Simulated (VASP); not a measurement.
MgO:

```
Mg O
1.0
     1.57413   -1.78107    0.00000
     1.57413    1.78107    0.00000
     0.00000    0.00000    4.32391
Mg O
1 1
Direct
  0.50000 0.50000 0.00000
  0.00000 0.00000 0.00000
```

```yaml
Program: VASP 6.6.1
Task: relaxation of cell and atoms
Functional: PBE
Potentials_or_basis: VASP PAW PBE potentials, release 64 (Mg, O)
Cutoff: 600 eV
k_mesh: 8 × 8 × 4
Occupations: gaussian, width 0.1 eV
Spin: no spin polarisation
```

At the start: pressure 116.8 GPa; volume 12.12 Å³/atom.

Task: Where does the relaxation end?

Result: Over 10 steps the energy falls by 2118.8 meV/atom and the volume is 17.18 Å³/atom (+41.7 %); space group P4/mmm (No. 123, to 0.05 Å).

Step by step:
```tsv
step	energy change (eV)	largest force (eV/Å)	pressure (GPa)	volume (Å³)
1	0.0000	0.0000	116.77	24.25
2	2.3003	0.0000	-33.60	63.44
3	-3.9808	0.0000	-11.42	38.18
4	-4.1574	0.0000	-6.63	36.29
5	-4.2336	0.0000	1.31	33.98
6	-4.2344	0.0000	0.42	34.20
7	-4.2373	0.0000	-0.30	34.43
8	-4.2373	0.0000	-0.34	34.44
9	-4.2375	0.0000	0.36	34.32
10	-4.2376	0.0000	0.09	34.36
```

Final structure:
```yaml
crystal:
  lattice:
    - [1.98361, -1.99992, 0.00000]
    - [1.98361, 1.99992, 0.00000]
    - [0.00000, 0.00000, 4.33054]
  atoms:
    - { symbol: Mg, position: [0.50000, 0.50000, 0.00000] }
    - { symbol: O, position: [0.00000, 0.00000, 0.00000] }
```

Caveat: the volume moved by over 15 % at a fixed basis, so the end points are rough.
